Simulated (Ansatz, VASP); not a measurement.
## Two plane-wave programs on Fe

The input INCAR:

```
ALGO = Fast
EDIFF = 1E-6
ENCUT = 520
GGA = PS
ISIF = 2
ISMEAR = 0
ISPIN = 2
LASPH = True
LCHARG = False
LMAXMIX = 4
LORBIT = 11
LREAL = False
LWAVE = False
MAGMOM = 2.64
NBANDS = 14
NELM = 150
PREC = Accurate
SIGMA = 0.15
```

File KPOINTS:

```
k-points
0
Gamma
  24 24 24
```

POSCAR

```
Fe
1.0
   -1.4390000000      1.4390000000      1.3814400000
    1.4390000000     -1.4390000000      1.3814400000
    1.4390000000      1.4390000000     -1.3814400000
Fe
1
Direct
    0.0000000000      0.0000000000      0.0000000000
```

Input for Ansatz:

```yaml
crystal:
  lattice:
    - [-1.439, 1.439, 1.38144]
    - [1.439, -1.439, 1.38144]
    - [1.439, 1.439, -1.38144]
  atoms:
    - { symbol: Fe, position: [0.0, 0.0, 0.0], spin: 2.64 }
basis:
  ecutwfc: 420
kpoints:
  mp_grid: { grid: [24, 24, 24] }
hamiltonian:
  xc: pbesol
scf:
  occupations: { method: gaussian, width: 0.15 }
output:
  forces: true
  stress: true
  eigenvalues: true
  populations: true
magnetization:
  spin_polarized: true
```

Change from the starting cell: strain +0.000 along x and y, -0.040 along z, atoms carried along.

Alike in both runs: task single point; functional PBEsol; k mesh 24 × 24 × 24; occupations gaussian, width 0.15 eV; collinear spin.

```csv
,VASP,Ansatz
version,VASP 6.6.1,Ansatz 0.2.0
potentials or method,"VASP PAW PBE potentials, release 64 (Fe), cutoff 520 eV","scalar-relativistic, plane waves, PAW"
valence electrons in the cell,8,16
```

VASP gave:

```
gap on the k mesh at the Fermi level (eV)                     : none
pressure (GPa)                                                : -10.7
traceless stress, the component that is largest in VASP (GPa) : 3.60
net moment per atom (μB)                                      : 2.20
size of the moment on the site where the two differ most (μB) : 2.19
```

Problem. Estimate Ansatz's values.

Solution. gap on the k mesh at the Fermi level (eV): none; pressure (GPa): -10.6; traceless stress, the component that is largest in VASP (GPa): 3.62; net moment per atom (μB): 2.19; size of the moment on the site where the two differ most (μB): 2.22.

VASP's potentials were made for PBE, not for PBEsol. Site moments also hang on the region over which each program counts them. A gap of «none» marks a metal or a gap that the smearing closes. With one functional, cell and mesh, what is left measures potentials, basis and numerics. VASP's potentials hold 8 valence electrons a cell and Ansatz's 16, so a difference there can come from the potentials and not from the codes.
